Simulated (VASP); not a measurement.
# Ni (P6_3/mmc) in VASP: notebook, part 2 of 2

VASP 6.6.1.

## 4. Single point, LDA, collinear spin, ferromagnetic start (10.89 Å³/atom)

This run uses another cell than the first one, of 10.89 Å³/atom.

The input, INCAR:

```
ALGO     = Normal         # electronic algorithm
EDIFF    = 1E-6           # SCF threshold, eV
ENCUT    = 520            # plane-wave cutoff, eV
ISIF     = 2              # what is computed and relaxed
ISMEAR   = -1             # smearing method
ISPIN    = 2              # spin polarisation
LASPH    = T              # aspherical terms in the spheres
LCHARG   = F              # write CHGCAR
LMAXMIX  = 4              # l up to which the mixer works
LORBIT   = 11             # projections on sites
LREAL    = F              # projectors in reciprocal space
LWAVE    = F              # write WAVECAR
MAGMOM   = 1.5 1.5        # initial moments
NBANDS   = 21             # bands
NELM     = 150            # most SCF steps
PREC     = Accurate       # precision mode
SIGMA    = 0.08           # smearing width, eV
```

The input, KPOINTS:

```
k-points
0
Gamma
  15 15 8
```

The input, POSCAR:

```
Ni
1.0
    2.4722623247      0.0000000000      0.0000000000
   -1.2361311624      2.1410419780      0.0000000000
    0.0000000000      0.0000000000      4.1131350201
Ni
2
Direct
    0.3333333333      0.6666666667      0.2500000000
    0.6666666667      0.3333333333      0.7500000000
```

Potentials or basis: VASP PAW LDA potentials, release 64 (Ni).

The run is started by

```
$ cat potpaw_LDA.64/Ni/POTCAR > POTCAR
$ mpirun -np 1 vasp_std > vasp.out
```

OUTCAR:

```text
EDIFF = 1E-6
   ENCUT = 520
   ISIF = 2
   ISMEAR = -1
   ISPIN = 2
   LASPH = T
   LORBIT = 11
   LREAL = F
   NELM = 150
   PREC = Accurate

 ion  position               nearest neighbor table
   1  0.333  0.667  0.250-   2 2.50   2 2.50   2 2.50   2 2.50   2 2.50   2 2.50
   2  0.667  0.333  0.750-   1 2.50   1 2.50   1 2.50   1 2.50   1 2.50   1 2.50

  LATTYP: Found a hexagonal cell.
 ALAT       =     2.4722623247
 C/A-ratio  =     1.6637130207

  Lattice vectors:

 A1 = (   2.4722623247,   0.0000000000,   0.0000000000)
 A2 = (  -1.2361311624,   2.1410419780,   0.0000000000)
 A3 = (   0.0000000000,   0.0000000000,   4.1131350201)

Analysis of symmetry for initial positions (statically):
=====================================================================
 Subroutine PRICEL returns:
 Original cell was already a primitive cell.

 Routine SETGRP: Setting up the symmetry group for a
 hexagonal supercell.
[... 775 lines left out ...]
      2       4.5768      1.00000
      3       7.2055      1.00000
      4       7.3551      1.00000
      5       7.3551      1.00000
      6       7.6235      1.00000
[... 565 lines left out ...]
     20      38.1822      0.00000
     21      42.4822      0.00000

 [... further k-points ...]

------------------------ aborting loop because EDIFF is reached ----------------------------------------

  FORCE on cell =-STRESS in cart. coord.  units (eV):
  Direction    XX          YY          ZZ          XY          YZ          ZX
  --------------------------------------------------------------------------------------
  -------------------------------------------------------------------------------------
  Total       -2.0349019     -2.0349019     -2.4586354      0.0000000      0.0000000      0.0000000
  in kB     -149.7481125   -149.7481125   -180.9305970      0.0000000      0.0000000      0.0000000
  external PRESSURE =    -160.1422740 kB  Pullay stress =       0.0000000 kB

 VOLUME and BASIS-vectors are now :
 -----------------------------------------------------------------------------
  energy-cutoff  :      520.00
  volume of cell :       21.77
      direct lattice vectors                 reciprocal lattice vectors
     2.472262325  0.000000000  0.000000000     0.404487821  0.233531152  0.000000000
    -1.236131162  2.141041978  0.000000000     0.000000000  0.467062304  0.000000000
     0.000000000  0.000000000  4.113135020     0.000000000  0.000000000  0.243123553

 POSITION                                       TOTAL-FORCE (eV/Angst)
 -----------------------------------------------------------------------------------
     -0.00000      1.42736      1.02828        -0.000000      0.000000      0.000000
      1.23613      0.71368      3.08485         0.000000     -0.000000      0.000000
 -----------------------------------------------------------------------------------
    total drift:                               -0.000000      0.000000     -0.000000

  FREE ENERGIE OF THE ION-ELECTRON SYSTEM (eV)
  ---------------------------------------------------
  free  energy   TOTEN  =       -13.0596183478 eV

  energy  without entropy=      -12.9762141076  energy(sigma->0) =      -13.01791623

 total charge

# of ion       s       p       d       tot
------------------------------------------
    1        0.499   0.495   8.327   9.321
    2        0.499   0.495   8.327   9.321
--------------------------------------------------
tot          0.997   0.990  16.654  18.641

 magnetization (x)

# of ion       s       p       d       tot
------------------------------------------
    1       -0.004  -0.017   0.639   0.618
    2       -0.004  -0.017   0.639   0.618
--------------------------------------------------
tot         -0.007  -0.035   1.279   1.237
```

OSZICAR:

```text
N       E                     dE             d eps       ncg     rms          rms(c)
DAV:   1     0.952630111089E+02    0.95263E+02   -0.88843E+03 12158   0.136E+03
DAV:   2    -0.929508569687E+01   -0.10456E+03   -0.96478E+02 11485   0.235E+02
DAV:   3    -0.151168731751E+02   -0.58218E+01   -0.55987E+01 12906   0.636E+01
DAV:   4    -0.151879044131E+02   -0.71031E-01   -0.70980E-01 12866   0.663E+00
DAV:   5    -0.151898145569E+02   -0.19101E-02   -0.19101E-02 13096   0.108E+00    0.149E+01
DAV:   6    -0.138680135885E+02    0.13218E+01   -0.80262E+00 13289   0.621E+01    0.943E+00
DAV:   7    -0.130962043865E+02    0.77181E+00   -0.19333E+00 13105   0.261E+01    0.247E+00
DAV:   8    -0.130677283634E+02    0.28476E-01   -0.12577E-02 16087   0.111E+00    0.127E+00
DAV:   9    -0.130619402139E+02    0.57881E-02   -0.59466E-04 16544   0.253E-01    0.471E-01
DAV:  10    -0.130595997623E+02    0.23405E-02   -0.22718E-04 19879   0.323E-01    0.936E-02
DAV:  11    -0.130596441372E+02   -0.44375E-04   -0.31697E-05 14941   0.647E-02    0.347E-02
DAV:  12    -0.130596196210E+02    0.24516E-04   -0.13488E-06 10363   0.262E-02    0.190E-02
DAV:  13    -0.130596183198E+02    0.13012E-05   -0.23147E-06 11204   0.153E-02    0.352E-03
DAV:  14    -0.130596183478E+02   -0.27962E-07   -0.10971E-07  6375   0.272E-03
   1 F= -.13059618E+02 E0= -.13017916E+02  d E =-.834042E-01  mag=     1.2278
```

Wall time 65 s (1 thread of AMD EPYC 9R45 (Zen 5), shared host); peak memory 0.16 GiB.

What came out:

```
Free energy                                           : -13.0596 eV
Pressure                                              : -16.0 GPa
Net moment                                            : 1.23 μB per cell
Site moments                                          : Ni +0.62 μB
Valence electrons inside the program's atomic spheres : Ni 9.32
```

Stress tensor (GPa, compression positive):
```
-14.97   0.00   0.00
  0.00 -14.97   0.00
  0.00   0.00 -18.09
```

Caveat: the cell stands under tension.

## 5. Overview

| cell | gap on the mesh (eV) | pressure (GPa) | moment (μB) |
| --- | --- | --- | --- |
| a = 2.398, b = 2.398, c = 3.990 Å, angles 90.0, 90.0, 120.0°, 2 atoms | none | 3.3 | 1.17 |
| a = 2.423, b = 2.423, c = 4.032 Å, angles 90.0, 90.0, 120.0°, 2 atoms | none | -4.3 | 1.19 |
| a = 2.472, b = 2.472, c = 4.113 Å, angles 90.0, 90.0, 120.0°, 2 atoms | none | -16.0 | 1.23 |

Alike in all rows: task single point; level LDA; potentials or basis VASP PAW LDA potentials, release 64 (Ni); spin collinear, ferromagnetic start; k mesh 15 × 15 × 8; cutoff (eV) 520; smearing fermi-dirac 0.08 eV.

Caveats: the cell stands under tension (at least some runs); the cell stands under pressure (at least some runs).

Total energies depend on the potentials used, so only differences within one code and one set of settings carry meaning.
